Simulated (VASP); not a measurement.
Sn: relaxation of cell and atoms with PBE

The system is Sn.

```
Sn
1.0
     3.36940    0.00000    0.00000
    -1.68470    2.91798    0.00000
     0.00000    0.00000    5.50335
Sn
2
Direct
  0.33333 0.66667 0.75000
  0.66667 0.33333 0.25000
```

```json
{
  "Program": "VASP 6.6.1",
  "Task": "relaxation of cell and atoms",
  "Functional": "PBE",
  "Potentials or basis": "VASP PAW PBE potentials, release 64 (Sn_d)",
  "Cutoff": "600 eV",
  "k mesh": "6 × 6 × 4",
  "Occupations": "gaussian, width 0.05 eV",
  "Spin": "no spin polarisation",
  "Dipole correction": "no",
  "Further INCAR settings": "ALGO = Normal; EDIFF = 1e-06; IBRION = 2; EDIFFG = -0.03; NSW = 80; ISIF = 3"
}
```

| Property | Result |
| --- | --- |
| Relaxed volume | 27.48 Å³/atom |
| Relaxed cell | a = 3.383 Å, b = 3.383 Å, c = 5.543 Å, α = 90.00°, β = 90.00°, γ = 120.00° |
| Space group after relaxing (to 0.05 Å) | P6_3/mmc (No. 194) |
| Energy gained by relaxing | 0.9 meV/atom |
| Ionic steps | 2 |
| Pressure after relaxing | 0.0 GPa |
| Band gap on the k mesh | zero (band 14 reaches 13.69 eV, above the bottom of band 15 at 6.04 eV) |

Stress tensor (GPa, compression positive):
```
-0.12  0.00  0.00
 0.00 -0.12  0.00
 0.00  0.00  0.17
```

The path:
```csv
step,energy change (eV),largest force (eV/Å),pressure (GPa),volume (Å³)
1,0.0000,0.0000,0.64,54.11
2,-0.0019,0.0000,-0.03,54.96
```

Final structure:
```cif
data_structure
_symmetry_space_group_name_H-M 'P 1'
_symmetry_Int_Tables_number 1
_cell_length_a 3.3835
_cell_length_b 3.3835
_cell_length_c 5.5433
_cell_angle_alpha 90.000
_cell_angle_beta 90.000
_cell_angle_gamma 120.000
_cell_volume 54.96
loop_
_atom_site_label
_atom_site_type_symbol
_atom_site_fract_x
_atom_site_fract_y
_atom_site_fract_z
_atom_site_occupancy
Sn1 Sn 0.33333 0.66667 0.75000 1
Sn2 Sn 0.66667 0.33333 0.25000 1
```

Levels at points of the mesh, in eV from the Fermi level:
| k point | band 10 | band 11 | band 12 | band 13 | band 14 | band 15 | band 16 | band 17 | band 18 |
| --- | --- | --- | --- | --- | --- | --- | --- | --- | --- |
| (0.00, 0.00, 0.00) | -21.64 | -11.26 | -7.02 | -4.78 | 5.49 | 5.49 | 7.22 | 7.22 | 7.48 |
| (0.50, 0.00, 0.00) | -21.63 | -7.28 | -6.14 | -2.60 | -1.69 | -0.99 | 1.03 | 1.87 | 5.43 |
| (0.00, 0.00, 0.50) | -21.67 | -9.99 | -9.99 | 0.72 | 0.72 | 6.38 | 6.38 | 6.38 | 6.38 |
| (0.50, 0.00, 0.50) | -21.63 | -6.24 | -6.24 | -4.22 | -4.22 | 3.21 | 3.21 | 3.52 | 3.52 |

Run time: 14 s on 1 thread of Intel(R) Xeon(R) 6975P-C (Granite Rapids), on a shared host, peak memory 0.19 GiB.

Caveat: spin-orbit coupling is left out, which moves the levels of the heavy elements.
